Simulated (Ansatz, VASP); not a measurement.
## InAs: VASP beside Ansatz

```
In As
1.0
     3.53654    0.00000    0.00000
     0.00000    3.53654    0.00000
     0.00000    0.00000    3.53654
In As
1 1
Cartesian
  0.0000 0.0000 0.0000
  1.7683 1.7683 1.7683
```

Alike in both runs: task single point; functional PBE; k mesh 6 × 6 × 6; occupations fermi-dirac, width 0.02 eV; no spin polarisation.

|  | VASP | Ansatz |
| --- | --- | --- |
| version | VASP 6.6.1 | Ansatz 0.2.0 |
| potentials or method | VASP PAW PBE potentials, release 64 (In_d, As) | plane waves, PAW |
| plane-wave cutoff (eV) | 520 | 420 |
| valence electrons in the cell | 18 | 28 |

|  | VASP | Ansatz | Ansatz less VASP |
| --- | --- | --- | --- |
| pressure (GPa) | 1.5 | 1.5 | +0.02 |

VASP's potentials hold 18 valence electrons a cell and Ansatz's 28, so a difference there can come from the potentials and not from the codes.
